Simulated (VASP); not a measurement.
# TiO (P6_3/mmc) in VASP: further runs, part 2 of 2

VASP 6.6.1. The steps go on from the part before.

**3. Single point, r2SCAN**

The input, POSCAR:

```
TiO
1.0
    2.8516080131      0.0000000000      0.0000000000
   -1.4258040066      2.4695649810      0.0000000000
    0.0000000000      0.0000000000      5.5675030000
Ti O
2 2
Direct
    0.3333333333      0.6666666667      0.2500000000
    0.6666666667      0.3333333333      0.7500000000
    0.0000000000      0.0000000000      0.0000000000
    0.0000000000      0.0000000000      0.5000000000
```

The input, INCAR.step1:

```
  PREC = Accurate
  ENCUT = 910
  ISMEAR = 0
  SIGMA = 0.1
  LREAL = False
  LASPH = True
  NELM = 120
  NBANDS = 26
  GGA = PE
  ALGO = Normal
  EDIFF = 1E-5
  LWAVE = True
  LCHARG = False
  GGA_COMPAT = False
```

The input, INCAR.step2:

```
  PREC = Accurate
  ENCUT = 910
  EDIFF = 1E-6
  ISMEAR = 0
  SIGMA = 0.1
  LREAL = False
  LASPH = True
  NELM = 120
  ALGO = Normal
  ISIF = 2
  LWAVE = False
  LCHARG = False
  METAGGA = R2SCAN
  LMIXTAU = True
  NBANDS = 26
  ISTART = 1
  GGA_COMPAT = False
```

The input, KPOINTS:

```
regular mesh
0
Gamma
  12 12 6
```

Potentials or basis: VASP PAW PBE potentials, release 64 (Ti_sv, O_h).

Launch:

```bash
$ cat potpaw_PBE.64/Ti_sv/POTCAR potpaw_PBE.64/O_h/POTCAR > POTCAR
$ cp INCAR.step1 INCAR
$ mpirun -np 1 vasp_std > vasp.out
$ cp INCAR.step2 INCAR
$ mpirun -np 1 vasp_std > vasp.out
```

OUTCAR:

```text
PREC = Accurate
   ENCUT = 910
   EDIFF = 1E-6
   ISMEAR = 0
   LREAL = False
   LASPH = True
   NELM = 120
   ISIF = 2
   METAGGA = R2SCAN
   ISTART = 1

 ion  position               nearest neighbor table
   1  0.333  0.667  0.250-   3 2.16   4 2.16   3 2.16   4 2.16   3 2.16   4 2.16
   2  0.667  0.333  0.750-   3 2.16   4 2.16   3 2.16   4 2.16   3 2.16   4 2.16
   3  0.000  0.000  0.000-   1 2.16   2 2.16   2 2.16   1 2.16   2 2.16   1 2.16
   4  0.000  0.000  0.500-   1 2.16   2 2.16   2 2.16   1 2.16   2 2.16   1 2.16

  LATTYP: Found a hexagonal cell.
 ALAT       =     2.8516080131
 C/A-ratio  =     1.9524082463

  Lattice vectors:

 A1 = (   2.8516080131,   0.0000000000,   0.0000000000)
 A2 = (  -1.4258040066,   2.4695649810,   0.0000000000)
 A3 = (   0.0000000000,   0.0000000000,   5.5675030000)

Analysis of symmetry for initial positions (statically):
=====================================================================
 Subroutine PRICEL returns:
 Original cell was already a primitive cell.

 Routine SETGRP: Setting up the symmetry group for a
 hexagonal supercell.
[... 173 lines left out ...]

 E-fermi :  11.7320     XC(G=0): -13.5969

 val. band max:       11.7157931484   @ k =   0.0000   0.0000   0.0000
 cond. band min:      11.7636587287   @ k =   0.0000   0.0000   0.1667
 fundamental gap:      0.0478655803
 Fermi energy:        11.7320476749

 k-point     1 :       0.0000    0.0000    0.0000
  band No.  band energies     occupation
      1     -48.4562      2.00000
      2     -48.4137      2.00000
      3     -24.1379      2.00000
      4     -23.6591      2.00000
      5     -23.2936      2.00000
      6     -23.2936      2.00000
[... 685 lines left out ...]
     25      14.6314      0.00000
     26      15.2930      0.00000

 [... further k-points ...]

------------------------ aborting loop because EDIFF is reached ----------------------------------------

  FORCE on cell =-STRESS in cart. coord.  units (eV):
  Direction    XX          YY          ZZ          XY          YZ          ZX
  --------------------------------------------------------------------------------------
  -------------------------------------------------------------------------------------
  Total       -1.0832745     -1.0832745     -0.6724346      0.0000000      0.0000000      0.0000000
  in kB      -44.2668216    -44.2668216    -27.4783012      0.0000000      0.0000000      0.0000000
  external PRESSURE =     -38.6706481 kB  Pullay stress =       0.0000000 kB

 VOLUME and BASIS-vectors are now :
 -----------------------------------------------------------------------------
  energy-cutoff  :      910.00
  volume of cell :       39.21
      direct lattice vectors                 reciprocal lattice vectors
     2.851608013  0.000000000  0.000000000     0.350679334  0.202464808  0.000000000
    -1.425804007  2.469564981  0.000000000     0.000000000  0.404929616  0.000000000
     0.000000000  0.000000000  5.567503000     0.000000000  0.000000000  0.179613733

 POSITION                                       TOTAL-FORCE (eV/Angst)
 -----------------------------------------------------------------------------------
     -0.00000      1.64638      1.39188        -0.000000      0.000000      0.000000
      1.42580      0.82319      4.17563         0.000000     -0.000000      0.000000
      0.00000      0.00000      0.00000        -0.000000      0.000000      0.000000
      0.00000      0.00000      2.78375        -0.000000      0.000000      0.000000
 -----------------------------------------------------------------------------------
    total drift:                               -0.000000      0.000000     -0.000000

  FREE ENERGIE OF THE ION-ELECTRON SYSTEM (eV)
  ---------------------------------------------------
  free  energy   TOTEN  =       -48.6646988859 eV

  energy  without entropy=      -48.6628570166  energy(sigma->0) =      -48.66377795
```

OSZICAR.step1:

```text
N       E                     dE             d eps       ncg     rms          rms(c)
DAV:   1     0.563530433945E+03    0.56353E+03   -0.25891E+04  3952   0.258E+03
DAV:   2     0.619366245557E+02   -0.50159E+03   -0.48152E+03  4070   0.623E+02
DAV:   3    -0.340362438846E+02   -0.95973E+02   -0.92026E+02  6538   0.206E+02
DAV:   4    -0.412044514105E+02   -0.71682E+01   -0.70290E+01  4966   0.556E+01
DAV:   5    -0.415069165080E+02   -0.30247E+00   -0.30221E+00  5770   0.111E+01    0.207E+01
DAV:   6    -0.355005789983E+02    0.60063E+01   -0.32714E+01  5836   0.546E+01    0.705E+00
DAV:   7    -0.353522152526E+02    0.14836E+00   -0.31859E+00  4628   0.150E+01    0.520E+00
DAV:   8    -0.354316514322E+02   -0.79436E-01   -0.15373E+00  4942   0.922E+00    0.383E+00
DAV:   9    -0.353349571422E+02    0.96694E-01   -0.36733E-01  4582   0.481E+00    0.564E-01
DAV:  10    -0.353384724285E+02   -0.35153E-02   -0.51932E-02  5842   0.160E+00    0.494E-01
DAV:  11    -0.353367002235E+02    0.17722E-02   -0.11554E-02  4552   0.732E-01    0.756E-02
DAV:  12    -0.353366870747E+02    0.13149E-04   -0.56722E-04  4444   0.219E-01    0.489E-02
DAV:  13    -0.353366779219E+02    0.91528E-05   -0.17008E-05  3704   0.353E-02
   1 F= -.35336678E+02 E0= -.35334766E+02  d E =-.382349E-02
```

It took 11 min on 1 thread of Intel Xeon Platinum 8259CL at 2.50GHz (Skylake/Cascade Lake), shared host; peak memory 0.31 GiB.

What came out:

```yaml
Free_energy: -48.6647 eV
Pressure: -3.9 GPa
Band_gap_on_the_k_mesh: zero (bands 18 and 19 overlap by 0.02 eV)
```

Caveat: the cutoff is under 1.25 times the usual one of these potentials, so pressure, stress and relaxed cells hold a basis-set (Pulay) error; the cell stands under tension; the PAW data sets were made with another functional, which shifts forces and pressure a little; semilocal functionals often make such compounds metallic where correlation or magnetic order opens a gap, which also shifts bond lengths.

**4. Single point, r2SCAN**

POSCAR is that of step 3.

The input, INCAR.step1:

```
ALGO = Normal ; EDIFF = 1E-5
ENCUT = 910 ; GGA = PE
GGA_COMPAT = F ; ISMEAR = 0
LASPH = T ; LCHARG = F
LREAL = F ; LWAVE = T
NBANDS = 26 ; NELM = 120
PREC = Accurate ; SIGMA = 0.1
```

The input, INCAR.step2:

```
ALGO = Normal ; EDIFF = 1E-6
ENCUT = 910 ; GGA_COMPAT = F
ISIF = 2 ; ISMEAR = 0
ISTART = 1 ; LASPH = T
LCHARG = F ; LMIXTAU = T
LREAL = F ; LWAVE = F
METAGGA = R2SCAN ; NBANDS = 26
NELM = 120 ; PREC = Accurate
SIGMA = 0.1
```

The input, KPOINTS:

```
k-points
0
Gamma
  12 12 4
```

Launch:

```bash
$ cat potpaw_PBE.64/Ti_sv/POTCAR potpaw_PBE.64/O_h/POTCAR > POTCAR
$ cp INCAR.step1 INCAR
$ mpirun -np 1 vasp_std > vasp.out
$ cp INCAR.step2 INCAR
$ mpirun -np 1 vasp_std > vasp.out
```

Run time: 11 min. Hardware: 1 thread of AMD EPYC 7R43 (Zen 3), shared host; peak memory 0.24 GiB.

It converged, with:

```
Free energy            : -48.6649 eV
Pressure               : -3.9 GPa
Band gap on the k mesh : zero (bands 18 and 19 overlap by 0.02 eV)
```

Stress tensor (GPa, compression positive):
```
-4.41  0.00  0.00
 0.00 -4.41  0.00
 0.00  0.00 -2.76
```

Levels at points of the mesh, in eV from the Fermi level:
| k point | band 14 | band 15 | band 16 | band 17 | band 18 | band 19 | band 20 | band 21 | band 22 | band 23 |
| --- | --- | --- | --- | --- | --- | --- | --- | --- | --- | --- |
| (0.00, 0.00, 0.00) | -5.66 | -5.66 | -5.62 | -2.10 | -0.10 | -0.10 | -0.03 | 1.15 | 1.15 | 1.63 |
| (0.50, 0.00, 0.00) | -6.99 | -6.15 | -5.84 | -2.79 | -0.10 | 1.02 | 1.76 | 2.07 | 2.40 | 2.78 |
| (0.00, 0.00, 0.50) | -5.93 | -5.93 | -5.93 | -0.66 | -0.66 | 0.77 | 0.77 | 0.77 | 0.77 | 2.28 |
| (0.50, 0.00, 0.50) | -7.60 | -6.46 | -6.46 | -1.41 | -1.41 | 2.14 | 2.14 | 2.35 | 2.35 | 2.39 |

Caveat: the cutoff is under 1.25 times the usual one of these potentials, so pressure, stress and relaxed cells hold a basis-set (Pulay) error; the cell stands under tension; the PAW data sets were made with another functional, which shifts forces and pressure a little; semilocal functionals often make such compounds metallic where correlation or magnetic order opens a gap, which also shifts bond lengths.

**5. Summary**

| spin | k mesh | gap on the mesh (eV) | pressure (GPa) |
| --- | --- | --- | --- |
| collinear | 6 × 6 × 4 | none | -3.8 |
| off | 12 × 12 × 6 | none | -3.9 |
| off | 12 × 12 × 4 | none | -3.9 |

Alike in all rows: task single point; level r2SCAN; potentials or basis VASP PAW PBE potentials, release 64 (Ti_sv, O_h); cell as given; cutoff (eV) 910; smearing gaussian 0.1 eV.

Caveats: some runs use coarse meshes; the cutoff is under 1.25 times the usual one of these potentials, so pressure, stress and relaxed cells hold a basis-set (Pulay) error; the PAW data sets were made with another functional, which shifts forces and pressure a little; semilocal functionals often make such compounds metallic where correlation or magnetic order opens a gap, which also shifts bond lengths; the cell stands under tension (at least some runs).

Absolute energies hang on the potentials; compare differences alone.
